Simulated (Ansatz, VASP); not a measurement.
This is a calculation of Hf for Ansatz 0.2.0.

The input input.yaml:

```yaml
crystal:
  lattice:
    - [5.0276308424, 0.0, 0.0]
    - [-2.5138154212, 4.3540560303, 0.0]
    - [0.0, 0.0, 3.1268452265]
  atoms:
    - { symbol: Hf, position: [0.0, 0.0, 0.0] }
    - { symbol: Hf, position: [0.3333333333, 0.6666666667, 0.5] }
    - { symbol: Hf, position: [0.6666666667, 0.3333333333, 0.5] }
hamiltonian:
  xc: lda
  pseudopotentials: { kind: paw }
kpoints:
  mp_grid: { grid: [6, 6, 9] }
scf:
  occupations: { method: fermi_dirac, width: 0.05 }
output:
  forces: true
  stress: true
  eigenvalues: true
```

Potentials or basis: Ansatz PAW.

Launch:

```bash
$ ansatz run input.yaml --threads 2 --pin off --max-ram 5632MiB --backend cpu --events-out ev --progress --plain --runs-dir out
```

Translate it to VASP 6.6.1. Potentials there: VASP PAW LDA potentials, release 64 (Hf_pv).

As run (the cutoff follows the program's own potentials):

Contents of INCAR:

```
SYSTEM = Hf
  PREC = Accurate
  ENCUT = 520
  EDIFF = 1E-6
  ISMEAR = -1
  SIGMA = 0.05
  LREAL = .FALSE.
  LASPH = .TRUE.
  NELM = 80
  ALGO = Normal
  ISIF = 2
  LWAVE = .FALSE.
  LCHARG = .TRUE.
  LELF = .TRUE.
  LVHAR = .TRUE.
  NBANDS = 22
```

KPOINTS

```
Automatic mesh
0
G
  6 6 9
  0 0 0
```

The input POSCAR:

```
Hf
1.0
    5.0276308424      0.0000000000      0.0000000000
   -2.5138154212      4.3540560303      0.0000000000
    0.0000000000      0.0000000000      3.1268452265
Hf
3
Direct
    0.0000000000      0.0000000000      0.0000000000
    0.3333333333      0.6666666667      0.5000000000
    0.6666666667      0.3333333333      0.5000000000
```

Potentials or basis: VASP PAW LDA potentials, release 64 (Hf_pv).

Command:

```console
$ cat potpaw_LDA.64/Hf_pv/POTCAR > POTCAR
$ mpirun -np 1 vasp_std > vasp.out
```

Both were run:

|  | VASP | Ansatz | Ansatz less VASP |
| --- | --- | --- | --- |
| gap on the k mesh at the Fermi level (eV) | none | none | - |
| pressure (GPa) | -10.2 | -10.2 | 0.00 |
| traceless stress, the component that is largest in VASP (GPa) | 0.66 | 0.56 | -0.103 |

LDA's correlation is that of Perdew and Zunger in VASP and of Perdew and Wang (1992) in Ansatz. A gap of «none» marks a metal or a gap that the smearing closes. VASP's potentials hold 30 valence electrons a cell and Ansatz's 78, so a difference there can come from the potentials and not from the codes.

Spin-orbit coupling is off throughout.
